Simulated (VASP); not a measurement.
Runs of VASP 6.6.1 on Li2S. Symmetry: Fm-3m, No. 225, cubic system. The conventional cell has a = 5.708 Å, b = 5.708 Å, c = 5.708 Å, α = 90.00°, β = 90.00°, γ = 90.00°. Li (site symmetry -43m) has 4 S at 2.47 Å and 6 Li at 2.85 Å within 3.3 Å. Within 3.3 Å of S (site symmetry m-3m) lie 8 Li at 2.47 Å. 

```csv
level,cutoff (eV),grid for exact exchange (PRECFOCK),share of exact exchange,screening parameter,gap on the mesh (eV),pressure (GPa)
PBE-based screened hybrid with 15 % exact exchange,650,Normal,0.15,0.1 1/Å,4.15,-0.7
HSE06,650,Normal,0.25,0.2079 1/Å,4.34,-0.9
PBE-based screened hybrid with 25 % exact exchange,650,Normal,0.25,0.15 1/Å,4.50,-1.0
PBE,750,-,-,-,3.39,(c)
PBE-based screened hybrid with 15 % exact exchange,650,Normal,0.15,0.20787 1/Å,(a),(b)
```

Alike in all rows: task single point; potentials or basis VASP PAW PBE potentials, release 64 (Li_sv, S); no spin polarisation; cell as given; k mesh 4 × 4 × 4; smearing gaussian 0.05 eV.

Question: Fill in the values left out.

Answer: (a) 3.95; (b) -0.6; (c) -0.1.

Caveats: all runs use coarse meshes; the PAW data sets were made with another functional, which shifts forces and pressure a little (at least some runs).

A k mesh can miss the band edges.
